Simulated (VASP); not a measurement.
# InP2N3 (P-3m1) in VASP: notebook, part 2 of 2

VASP 6.6.1. Earlier steps stand in the parts before.

### Step 3. Single point, PBE

This run uses another cell than the first one, of 13.32 Å³/atom, 1.177 times its volume.

Input file INCAR:

```
SYSTEM = InP2N3
ALGO = Normal
EDIFF = 1E-6
ENCUT = 520
GGA = PE
ISIF = 2
ISMEAR = 0
LASPH = .TRUE.
LCHARG = .FALSE.
LREAL = .FALSE.
LWAVE = .FALSE.
NBANDS = 28
NELM = 80
PREC = Accurate
SIGMA = 0.1
```

Input file KPOINTS:

```
k-points
0
G
  6 6 2
  0 0 0
```

Input file POSCAR:

```
InP2N3
1.0
    3.3073196600      0.0000000000      0.0000000000
   -1.6536598300      2.8642228400      0.0000000000
    0.0000000000      0.0000000000      8.4384093900
In P N
1 2 3
Direct
    0.0000000000      0.0000000000      0.5000000000
    0.3333333300      0.6666666700      0.1481249900
    0.6666666700      0.3333333300      0.8518750100
    0.3333333300      0.6666666700      0.7056319700
    0.0000000000      0.0000000000      0.0000000000
    0.6666666700      0.3333333300      0.2943680300
```

Potentials or basis: VASP PAW PBE potentials, release 64 (In_d, P, N).

Command:

```sh
$ cat potpaw_PBE.64/In_d/POTCAR potpaw_PBE.64/P/POTCAR potpaw_PBE.64/N/POTCAR > POTCAR
$ mpirun -np 1 vasp_std > vasp.out
```

OUTCAR:

```text
SYSTEM = InP2N3
   EDIFF = 1E-6
   ENCUT = 520
   GGA = PE
   ISIF = 2
   ISMEAR = 0
   LASPH = .TRUE.
   LREAL = .FALSE.
   NELM = 80
   PREC = Accurate

 ion  position               nearest neighbor table
   1  0.000  0.000  0.500-   4 2.58   6 2.58   4 2.58   6 2.58   6 2.58   4 2.58
   2  0.333  0.667  0.148-   6 2.27   6 2.27   6 2.27   5 2.28   5 2.28   5 2.28
   3  0.667  0.333  0.852-   4 2.27   4 2.27   4 2.27   5 2.28   5 2.28   5 2.28
   4  0.333  0.667  0.706-   3 2.27   3 2.27   3 2.27   1 2.58   1 2.58   1 2.58
   5  0.000  0.000  0.000-   2 2.28   3 2.28   2 2.28   3 2.28   3 2.28   2 2.28
   6  0.667  0.333  0.294-   2 2.27   2 2.27   2 2.27   1 2.58   1 2.58   1 2.58

  LATTYP: Found a hexagonal cell.
 ALAT       =     3.3073196600
 C/A-ratio  =     2.5514344719

  Lattice vectors:

 A1 = (   3.3073196600,   0.0000000000,   0.0000000000)
 A2 = (  -1.6536598300,   2.8642228400,   0.0000000000)
 A3 = (   0.0000000000,   0.0000000000,   8.4384093900)

Analysis of symmetry for initial positions (statically):
=====================================================================
 Subroutine PRICEL returns:
 Original cell was already a primitive cell.

 Routine SETGRP: Setting up the symmetry group for a
 hexagonal supercell.

 Subroutine GETGRP returns: Found 12 space group operations
 (whereof 12 operations were pure point group operations)
 out of a pool of 24 trial point group operations.

The static configuration has the point symmetry D_3d.

Analysis of symmetry for dynamics (positions and initial velocities):
=====================================================================
 Subroutine PRICEL returns:
 Original cell was already a primitive cell.

 Routine SETGRP: Setting up the symmetry group for a
 hexagonal supercell.

 Subroutine GETGRP returns: Found 12 space group operations
 (whereof 12 operations were pure point group operations)
 out of a pool of 24 trial point group operations.

The dynamic configuration has the point symmetry D_3d.

 Subroutine INISYM returns: Found 12 space group operations
 (whereof 12 operations are pure point group operations),
 and found     1 'primitive' translations

----------------------------------------------------------------------------------------

                                     Primitive cell

  volume of cell :      79.9362

  direct lattice vectors                    reciprocal lattice vectors
     3.307319660  0.000000000  0.000000000     0.302359646  0.174567423  0.000000000
    -1.653659830  2.864222840  0.000000000     0.000000000  0.349134846  0.000000000
     0.000000000  0.000000000  8.438409390     0.000000000  0.000000000  0.118505746

  length of vectors
     3.307319660  3.307319657  8.438409390     0.349134846  0.349134846  0.118505746

  position of ions in fractional coordinates (direct lattice)
     0.000000000  0.000000000  0.500000000
     0.333333330  0.666666670  0.148124990
     0.666666670  0.333333330  0.851875010
     0.333333330  0.666666670  0.705631970
     0.000000000  0.000000000  0.000000000
[... 41 lines left out ...]
  0.333333  0.000000  0.000000      6.000000
  0.500000  0.000000  0.000000      3.000000
  0.166667  0.166667  0.000000      6.000000
  0.333333  0.166667  0.000000     12.000000
  0.333333  0.333333  0.000000      2.000000
  0.000000  0.000000  0.500000      1.000000
  0.166667  0.000000  0.500000      6.000000
  0.333333  0.000000  0.500000      6.000000
  0.500000  0.000000  0.500000      3.000000
  0.166667  0.166667  0.500000      6.000000
  0.333333  0.166667  0.500000     12.000000
  0.333333  0.333333  0.500000      2.000000
   k-points           NKPTS =     14   k-points in BZ     NKDIM =     14   number of bands    NBANDS=     28
   number of dos      NEDOS =    301   number of ions     NIONS =      6
   total plane-waves  NPLWV =  50176
   dimension x,y,z NGX =    28 NGY =   28 NGZ =   64
   dimension x,y,z NGXF=    56 NGYF=   56 NGZF=  128
   ions per type =               1   2   3
   NGX,Y,Z   is equivalent  to a cutoff of  14.07, 14.07, 12.61 a.u.
   NGXF,Y,Z  is equivalent  to a cutoff of  28.15, 28.15, 25.22 a.u.
 SYSTEM =  InP2N3
   PREC   = accura    normal or accurate (medium, high low for compatibility)
   ISTART =      0    job   : 0-new  1-cont  2-samecut
   ICHARG =      2    charge: 1-file 2-atom 10-const
   ISPIN  =      1    spin polarized calculation?
   LNONCOLLINEAR =      F non collinear calculations
   LSORBIT =      F    spin-orbit coupling
   LASPH  =      T    aspherical Exc in radial PAW
   ENCUT  =  520.0 eV  38.22 Ry    6.18 a.u.   6.15  6.15 15.69*2*pi/ulx,y,z
   NELM   =     80;   NELMIN=  2; NELMDL= -5     # of ELM steps
   EDIFF  = 0.1E-05   stopping-criterion for ELM
   LREAL  =      F    real-space projection
   EDIFFG = 0.1E-04   stopping-criterion for IOM
   NSW    =      0    number of steps for IOM
   IBRION =     -1    ionic relax: 0-MD 1-quasi-New 2-CG
   NFREE  =      0    steps in history (QN), initial steepest desc. (CG)
   ISIF   =      2    stress and relaxation
   ISYM   =      2    0-nonsym 1-usesym 2-fastsym
   POTIM  = 0.5000    time-step for ionic-motion
   TEBEG  =    0.0;   TEEND  =   0.0 temperature during run
   PSTRESS=    0.0 pullay stress
   NELECT =      38.0000    total number of electrons
   NUPDOWN=      -1.0000    fix difference up-down
   EMIN   =  10.00;   EMAX   =-10.00  energy-range for DOS
   EFERMI =   0.00;   METHOD = LEGACY
   ISMEAR =     0;   SIGMA  =   0.10  broadening in eV -4-tet -1-fermi 0-gaus
   EFERMI_NEDOS =   21; number of points for ismear=-14 and -15
   IALGO  =     38    algorithm
   IMIX   =      4    mixing-type and parameters
     AMIX     =   0.40;   BMIX     =  1.00
     AMIX_MAG =   1.60;   BMIX_MAG =  1.00
  volume/ion in A,a.u.               =      13.32        89.91
  Fermi-wavevector in a.u.,A,eV,Ry     =   1.277678  2.414462 22.210991  1.632462
  Thomas-Fermi vector in A             =   2.410264
   LORBIT       =      0    0 simple, 1 ext, 2 COOP (PROOUT), +10 PAW based schemes
   GGA     = PE    functional components
   LHFCALC =     F    Hartree Fock is set to
   AEXX    =    0.0000 exact exchange contribution
   IVDW    =     0    specifies the selected vdW correction
   LEPSILON=     F    determine dielectric tensor
   LRPA    =     F    only Hartree local field effects (RPA)
 non-spin polarized calculation
 Gauss-broadening in eV      SIGMA  =   0.10
  energy-cutoff  :      520.00
  volume of cell :       79.94
 maximum number of plane-waves:      2178
 NGX is ok and might be reduce to    28
   NGX = 13   NGY = 13   NGZ = 31

 number of electron      38.0000003 magnetization

 Free energy of the ion-electron system (eV)
  ---------------------------------------------------
  ext. energy  EPLUGINS =         0.00000000
  ---------------------------------------------------
  free energy    TOTEN  =       -31.78943080 eV

  energy without entropy =      -31.78310974  energy(sigma->0) =      -31.78627027

 E-fermi :   7.2007     XC(G=0): -11.1116

 val. band max:        7.0936159868   @ k =   0.3333   0.3333   0.5000
 cond. band min:       7.2209930420   @ k =   0.0000   0.0000   0.5000
 fundamental gap:      0.1273770552
 Fermi energy:         7.2006831534

 k-point     1 :       0.0000    0.0000    0.0000
  band No.  band energies     occupation
      1      -9.8125      2.00000
      2      -8.1546      2.00000
      3      -7.4366      2.00000
      4      -7.4366      2.00000
      5      -7.4300      2.00000
      6      -7.2288      2.00000
[... 423 lines left out ...]
     27      12.3435      0.00000
     28      13.1118      0.00000

------------------------ aborting loop because EDIFF is reached ----------------------------------------

  FORCE on cell =-STRESS in cart. coord.  units (eV):
  Direction    XX          YY          ZZ          XY          YZ          ZX
  --------------------------------------------------------------------------------------
  -------------------------------------------------------------------------------------
  Total       -8.8542319     -8.8542319    -10.7061827      0.0000000      0.0000000      0.0000000
  in kB     -177.4671226   -177.4671221   -214.5861382      0.0000000      0.0000000      0.0000000
  external PRESSURE =    -189.8401276 kB  Pullay stress =       0.0000000 kB

 VOLUME and BASIS-vectors are now :
 -----------------------------------------------------------------------------
  energy-cutoff  :      520.00
  volume of cell :       79.94
      direct lattice vectors                 reciprocal lattice vectors
     3.307319660  0.000000000  0.000000000     0.302359646  0.174567423  0.000000000
    -1.653659830  2.864222840  0.000000000     0.000000000  0.349134846  0.000000000
     0.000000000  0.000000000  8.438409390     0.000000000  0.000000000  0.118505746

 POSITION                                       TOTAL-FORCE (eV/Angst)
 -----------------------------------------------------------------------------------
      0.00000      0.00000      4.21920        -0.000000      0.000000     -0.000000
     -0.00000      1.90948      1.24994         0.000000      0.000000      0.984784
      1.65366      0.95474      7.18847        -0.000000      0.000000     -0.984784
     -0.00000      1.90948      5.95441        -0.000000      0.000000      0.487056
      0.00000      0.00000      0.00000        -0.000000      0.000000     -0.000000
      1.65366      0.95474      2.48400         0.000000     -0.000000     -0.487056
 -----------------------------------------------------------------------------------
    total drift:                                0.000000      0.000000      0.000000

  FREE ENERGIE OF THE ION-ELECTRON SYSTEM (eV)
  ---------------------------------------------------
  free  energy   TOTEN  =       -31.7894307962 eV

  energy  without entropy=      -31.7831097381  energy(sigma->0) =      -31.78627027
```

Wall time 39 s (1 thread of AMD EPYC 7R43 (Zen 3), shared host); peak memory 0.18 GiB.

What came out:

| Quantity | Value |
| --- | --- |
| Free energy | -31.7894 eV |
| Pressure | -19.0 GPa |
| Largest force | 0.985 eV/Å |
| Band gap on the k mesh | zero (band 19 reaches 7.30 eV, above the bottom of band 20 at 6.88 eV) |

Forces on the atoms (eV/Å):
```
In   0.000  0.000  0.000
P    0.000  0.000  0.985
P    0.000  0.000 -0.985
N    0.000  0.000  0.487
N    0.000  0.000  0.000
N    0.000  0.000 -0.487
```

Caveat: the k points lie up to 0.37 Å⁻¹ apart; spin-orbit coupling is left out, which moves the levels of the heavy elements.
